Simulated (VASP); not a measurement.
# TiC (Fm-3m) in VASP: settings compared

TiC is run at these levels: b88 exchange, pbe correlation; tasks: single point.

Program: VASP 6.6.1. These are calculated values, not measurements. Logs are shortened: lines on timing, memory, paths and dates and some standing lists are left out, and cuts for length are marked.

## Step 1: The cell of the first run

The structure is cubic, space group Fm-3m (No. 225). Conventional cell: a = 4.273 Å, b = 4.273 Å, c = 4.273 Å, α = 90.00°, β = 90.00°, γ = 90.00°. Within 2.8 Å of Ti (site symmetry m-3m) lie 6 C at 2.14 Å. Within 2.8 Å of C (site symmetry m-3m) lie 6 Ti at 2.14 Å.

## Step 2: Single point, b88 exchange, pbe correlation

File INCAR:

```
SYSTEM = TiC
ALGO = Normal
EDIFF = 1E-6
ENCUT = 600
GGA = LIBXC
GGA_COMPAT = .False.
ISIF = 2
ISMEAR = -1
LASPH = .True.
LCHARG = .True.
LELF = .True.
LIBXC1 = GGA_X_B88
LIBXC2 = GGA_C_PBE
LREAL = .False.
LVHAR = .True.
LWAVE = .False.
NBANDS = 15
NELM = 120
PREC = Accurate
SIGMA = 0.05
```

File KPOINTS:

```
k-points
0
Gamma
  11 11 11
  0 0 0
```

File POSCAR:

```
TiC
1.0
    0.0000000000      2.1364487848      2.1364487848
    2.1364487848      0.0000000000      2.1364487848
    2.1364487848      2.1364487848      0.0000000000
Ti C
1 1
Direct
    0.0000000000      0.0000000000      0.0000000000
    0.5000000000      0.5000000000      0.5000000000
```

Potentials or basis: VASP PAW PBE potentials, release 64 (Ti_sv, C).

Run with:

```bash
> cat potpaw_PBE.64/Ti_sv/POTCAR potpaw_PBE.64/C/POTCAR > POTCAR
> mpirun -np 1 vasp_std > vasp.out
```

OUTCAR:

```text
SYSTEM = TiC
   EDIFF = 1E-6
   ENCUT = 600
   GGA = LIBXC
   ISIF = 2
   ISMEAR = -1
   LASPH = .True.
   LREAL = .False.
   NELM = 120
   PREC = Accurate

 ion  position               nearest neighbor table
   1  0.000  0.000  0.000-   2 2.14   2 2.14   2 2.14   2 2.14   2 2.14   2 2.14
   2  0.500  0.500  0.500-   1 2.14   1 2.14   1 2.14   1 2.14   1 2.14   1 2.14

  LATTYP: Found a face centered cubic cell.
 ALAT       =     4.2728975696

  Lattice vectors:

 A1 = (   0.0000000000,   2.1364487848,   2.1364487848)
 A2 = (   2.1364487848,   0.0000000000,   2.1364487848)
 A3 = (   2.1364487848,   2.1364487848,   0.0000000000)

Analysis of symmetry for initial positions (statically):
=====================================================================
 Subroutine PRICEL returns:
 Original cell was already a primitive cell.

 Routine SETGRP: Setting up the symmetry group for a
 face centered cubic supercell.

 Subroutine GETGRP returns: Found 48 space group operations
 (whereof 48 operations were pure point group operations)
 out of a pool of 48 trial point group operations.

The static configuration has the point symmetry O_h .

Analysis of symmetry for dynamics (positions and initial velocities):
=====================================================================
 Subroutine PRICEL returns:
 Original cell was already a primitive cell.

 Routine SETGRP: Setting up the symmetry group for a
 face centered cubic supercell.

 Subroutine GETGRP returns: Found 48 space group operations
 (whereof 48 operations were pure point group operations)
 out of a pool of 48 trial point group operations.

The dynamic configuration has the point symmetry O_h .

 Subroutine INISYM returns: Found 48 space group operations
 (whereof 48 operations are pure point group operations),
 and found     1 'primitive' translations

----------------------------------------------------------------------------------------

                                     Primitive cell

  volume of cell :      19.5033

  direct lattice vectors                    reciprocal lattice vectors
     0.000000000  2.136448785  2.136448785    -0.234033225  0.234033225  0.234033225
     2.136448785  0.000000000  2.136448785     0.234033225 -0.234033225  0.234033225
     2.136448785  2.136448785  0.000000000     0.234033225  0.234033225 -0.234033225

  length of vectors
     3.021394847  3.021394847  3.021394847     0.405357437  0.405357437  0.405357437

  position of ions in fractional coordinates (direct lattice)
     0.000000000  0.000000000  0.000000000
     0.500000000  0.500000000  0.500000000

  ion indices of the primitive-cell ions
   primitive index   ion index
                 1           1
                 2           2

----------------------------------------------------------------------------------------

 KPOINTS: k-points

Automatic generation of k-mesh.
 Grid dimensions read from file:
 generate k-points for:   11   11   11

 Generating k-lattice:

  Cartesian coordinates                     Fractional coordinates (reciprocal lattice)
    -0.021275748  0.021275748  0.021275748     0.090909091  0.000000000  0.000000000
     0.021275748 -0.021275748  0.021275748     0.000000000  0.090909091  0.000000000
     0.021275748  0.021275748 -0.021275748     0.000000000  0.000000000  0.090909091

  Length of vectors
     0.036850676  0.036850676  0.036850676

  Shift w.r.t. Gamma in fractional coordinates (k-lattice)
     0.000000000  0.000000000  0.000000000

 Subroutine IBZKPT returns following result:
 ===========================================

 Found     56 irreducible k-points:

 Following reciprocal coordinates:
            Coordinates               Weight
  0.000000  0.000000  0.000000      1.000000
  0.090909  0.000000  0.000000      8.000000
  0.181818  0.000000  0.000000      8.000000
  0.272727  0.000000  0.000000      8.000000
  0.363636  0.000000  0.000000      8.000000
  0.454545  0.000000  0.000000      8.000000
[... 16 lines left out ...]
 -0.272727  0.181818  0.000000     24.000000
 -0.181818  0.181818  0.000000     12.000000
 [... further k-points ...]
   k-points           NKPTS =     56   k-points in BZ     NKDIM =     56   number of bands    NBANDS=     15
   number of dos      NEDOS =    301   number of ions     NIONS =      2
   total plane-waves  NPLWV =  13824
   dimension x,y,z NGX =    24 NGY =   24 NGZ =   24
   dimension x,y,z NGXF=    48 NGYF=   48 NGZF=   48
   ions per type =               1   1
   NGX,Y,Z   is equivalent  to a cutoff of  13.21, 13.21, 13.21 a.u.
   NGXF,Y,Z  is equivalent  to a cutoff of  26.41, 26.41, 26.41 a.u.
 SYSTEM =  TiC
   PREC   = accura    normal or accurate (medium, high low for compatibility)
   ISTART =      0    job   : 0-new  1-cont  2-samecut
   ICHARG =      2    charge: 1-file 2-atom 10-const
   ISPIN  =      1    spin polarized calculation?
   LNONCOLLINEAR =      F non collinear calculations
   LSORBIT =      F    spin-orbit coupling
   LASPH  =      T    aspherical Exc in radial PAW
   ENCUT  =  600.0 eV  44.10 Ry    6.64 a.u.   6.03  6.03  6.03*2*pi/ulx,y,z
   NELM   =    120;   NELMIN=  2; NELMDL= -5     # of ELM steps
   EDIFF  = 0.1E-05   stopping-criterion for ELM
   LREAL  =      F    real-space projection
   EDIFFG = 0.1E-04   stopping-criterion for IOM
   NSW    =      0    number of steps for IOM
   IBRION =     -1    ionic relax: 0-MD 1-quasi-New 2-CG
   NFREE  =      0    steps in history (QN), initial steepest desc. (CG)
   ISIF   =      2    stress and relaxation
   ISYM   =      2    0-nonsym 1-usesym 2-fastsym
   POTIM  = 0.5000    time-step for ionic-motion
   TEBEG  =    0.0;   TEEND  =   0.0 temperature during run
   PSTRESS=    0.0 pullay stress
   NELECT =      16.0000    total number of electrons
   NUPDOWN=      -1.0000    fix difference up-down
   EMIN   =  10.00;   EMAX   =-10.00  energy-range for DOS
   EFERMI =   0.00;   METHOD = LEGACY
   ISMEAR =    -1;   SIGMA  =   0.05  broadening in eV -4-tet -1-fermi 0-gaus
   EFERMI_NEDOS =   21; number of points for ismear=-14 and -15
   IALGO  =     38    algorithm
   IMIX   =      4    mixing-type and parameters
     AMIX     =   0.40;   BMIX     =  1.00
     AMIX_MAG =   1.60;   BMIX_MAG =  1.00
  volume/ion in A,a.u.               =       9.75        65.81
  Fermi-wavevector in a.u.,A,eV,Ry     =   1.532542  2.896084 31.955793  2.348684
  Thomas-Fermi vector in A             =   2.639733
   LORBIT       =      0    0 simple, 1 ext, 2 COOP (PROOUT), +10 PAW based schemes
   GGA     = LIBXC    functional components
   LHFCALC =     F    Hartree Fock is set to
   AEXX    =    0.0000 exact exchange contribution
   IVDW    =     0    specifies the selected vdW correction
   LEPSILON=     F    determine dielectric tensor
   LRPA    =     F    only Hartree local field effects (RPA)
 non-spin polarized calculation
  energy-cutoff  :      600.00
  volume of cell :       19.50
 maximum number of plane-waves:       666
   NGX = 13   NGY = 13   NGZ = 13

 number of electron      16.0000004 magnetization

 Free energy of the ion-electron system (eV)
  ---------------------------------------------------
  ext. energy  EPLUGINS =         0.00000000
  ---------------------------------------------------
  free energy    TOTEN  =       -18.45773013 eV

  energy without entropy =      -18.45530781  energy(sigma->0) =      -18.45651897

 E-fermi :   9.9310     XC(G=0): -12.9226

 val. band max:        9.8260995381   @ k =   0.4545   0.4545   0.0000
 cond. band min:      10.0085476277   @ k =   0.0909   0.0000   0.0000
 fundamental gap:      0.1824480896
 Fermi energy:         9.9309772201

 k-point     1 :       0.0000    0.0000    0.0000
  band No.  band energies     occupation
      1     -46.6042      2.00000
      2     -22.6271      2.00000
      3     -22.6271      2.00000
      4     -22.6271      2.00000
      5      -2.7142      2.00000
      6      10.5650      0.00001
      7      10.5650      0.00001
      8      10.5650      0.00001
      9      11.5922      0.00000
     10      11.5922      0.00000
     11      11.5922      0.00000
     12      11.6459      0.00000
     13      11.6459      0.00000
     14      20.9760      0.00000
     15      24.1367      0.00000

 k-point     2 :       0.0909    0.0000    0.0000
  band No.  band energies     occupation
      1     -46.5973      2.00000
      2     -22.6746      2.00000
      3     -22.6315      2.00000
      4     -22.6315      2.00000
      5      -2.5189      2.00000
      6       9.7243      1.96846
      7      10.0085      0.34977
      8      10.0085      0.34976
      9      10.9088      0.00000
     10      10.9088      0.00000
     11      12.0152      0.00000
     12      13.1726      0.00000
     13      13.1726      0.00000
     14      21.2903      0.00000
     15      24.2281      0.00000

 k-point     3 :       0.1818    0.0000    0.0000
  band No.  band energies     occupation
      1     -46.5788      2.00000
      2     -22.8004      2.00000
      3     -22.6431      2.00000
      4     -22.6431      2.00000
      5      -1.9594      2.00000
      6       8.2520      2.00000
      7       8.8270      2.00000
      8       8.8270      2.00000
      9      11.2719      0.00000
     10      11.2719      0.00000
     11      12.4854      0.00000
     12      14.7954      0.00000
     13      14.7954      0.00000
     14      21.7680      0.00000
     15      24.3012      0.00000
[... 343 lines left out ...]
 k-point    23 :      -0.2727    0.1818    0.0000
  band No.  band energies     occupation
      1     -46.5254      2.00000
      2     -23.0361      2.00000
      3     -22.7955      2.00000
      4     -22.6697      2.00000
      5      -0.1446      2.00000
      6       5.5132      2.00000
      7       7.2133      2.00000
      8       7.3000      2.00000
      9      11.9625      0.00000
     10      12.9745      0.00000
     11      13.8203      0.00000
     12      15.2582      0.00000
     13      18.1397      0.00000
     14      21.3187      0.00000
     15      23.8879      0.00000

 k-point    24 :      -0.1818    0.1818    0.0000
  band No.  band energies     occupation
      1     -46.5462      2.00000
      2     -22.9425      2.00000
      3     -22.7507      2.00000
      4     -22.6490      2.00000
      5      -0.9158      2.00000
      6       6.5174      2.00000
      7       7.5916      2.00000
      8       7.8574      2.00000
      9      11.4667      0.00000
     10      12.6443      0.00000
     11      13.5841      0.00000
     12      14.4628      0.00000
     13      17.4407      0.00000
     14      22.1333      0.00000
     15      23.7425      0.00000

 [... further k-points ...]

------------------------ aborting loop because EDIFF is reached ----------------------------------------

  FORCE on cell =-STRESS in cart. coord.  units (eV):
  Direction    XX          YY          ZZ          XY          YZ          ZX
  --------------------------------------------------------------------------------------
  -------------------------------------------------------------------------------------
  Total        1.4081072      1.4081072      1.4081072     -0.0000000      0.0000000     -0.0000000
  in kB      115.6748265    115.6748265    115.6748265     -0.0000000      0.0000000     -0.0000000
  external PRESSURE =     115.6748265 kB  Pullay stress =       0.0000000 kB

 VOLUME and BASIS-vectors are now :
 -----------------------------------------------------------------------------
  energy-cutoff  :      600.00
  volume of cell :       19.50
      direct lattice vectors                 reciprocal lattice vectors
     0.000000000  2.136448785  2.136448785    -0.234033225  0.234033225  0.234033225
     2.136448785  0.000000000  2.136448785     0.234033225 -0.234033225  0.234033225
     2.136448785  2.136448785  0.000000000     0.234033225  0.234033225 -0.234033225

 POSITION                                       TOTAL-FORCE (eV/Angst)
 -----------------------------------------------------------------------------------
      0.00000      0.00000      0.00000        -0.000000     -0.000000      0.000000
      2.13645      2.13645      2.13645         0.000000      0.000000      0.000000
 -----------------------------------------------------------------------------------
    total drift:                                0.000000     -0.000000     -0.000000

  FREE ENERGIE OF THE ION-ELECTRON SYSTEM (eV)
  ---------------------------------------------------
  free  energy   TOTEN  =       -18.4577301265 eV

  energy  without entropy=      -18.4553078119  energy(sigma->0) =      -18.45651897
```

Wall time 11 s (1 thread of Intel Xeon 6975P-C (Granite Rapids), shared host); peak memory 0.15 GiB.

What came out:

```
Free energy            : -18.4577 eV
Pressure               : 11.6 GPa
Band gap on the k mesh : zero (bands 8 and 9 overlap by 1.12 eV)
```

Caveat: the cell stands under pressure; the PAW data sets were made with another functional, which shifts forces and pressure a little.

## Step 3: Single point, b88 exchange, pbe correlation

This run uses another cell than the first one, of 9.95 Å³/atom.

File INCAR:

```
PREC     = Accurate       # precision mode
ENCUT    = 600            # plane-wave cutoff, eV
EDIFF    = 1E-6           # SCF threshold, eV
ISMEAR   = -1             # smearing method
SIGMA    = 0.05           # smearing width, eV
LREAL    = False          # projectors in reciprocal space
LASPH    = True           # aspherical terms in the spheres
NELM     = 120            # most SCF steps
ALGO     = Normal         # electronic algorithm
ISIF     = 2              # what is computed and relaxed
LWAVE    = False          # write WAVECAR
LCHARG   = False          # write CHGCAR
GGA      = LIBXC          # functional
LIBXC1   = GGA_X_B88    
LIBXC2   = GGA_C_PBE    
NBANDS   = 15             # bands
GGA_COMPAT= False
```

File KPOINTS:

```
Automatic mesh
0
Gamma
  11 11 11
```

File POSCAR:

```
TiC
1.0
    0.0000000000      2.1511833799      2.1511833799
    2.1511833799      0.0000000000      2.1511833799
    2.1511833799      2.1511833799      0.0000000000
Ti C
1 1
Direct
    0.0000000000      0.0000000000      0.0000000000
    0.5000000000      0.5000000000      0.5000000000
```

Potentials or basis: VASP PAW PBE potentials, release 64 (Ti_sv, C).

Run with:

```bash
> cat potpaw_PBE.64/Ti_sv/POTCAR potpaw_PBE.64/C/POTCAR > POTCAR
> mpirun -np 1 vasp_std > vasp.out
```

Wall time 11 s (1 thread of Intel Xeon 6975P-C (Granite Rapids), shared host); peak memory 0.15 GiB.

The run converged. Its results:

| Quantity | Value |
| --- | --- |
| Free energy | -18.4800 eV |
| Pressure | 5.7 GPa |
| Band gap on the k mesh | zero (bands 8 and 9 overlap by 1.11 eV) |

Levels at points of the mesh, in eV from the Fermi level:
```csv
k point,band 5,band 6,band 7,band 8,band 9,band 10,band 11,band 12
"(0.00, 0.00, 0.00)",-12.55,0.63,0.63,0.63,1.64,1.64,1.64,1.67
```

Caveat: the cell stands under pressure; the PAW data sets were made with another functional, which shifts forces and pressure a little.

[end of part 1 of 2]
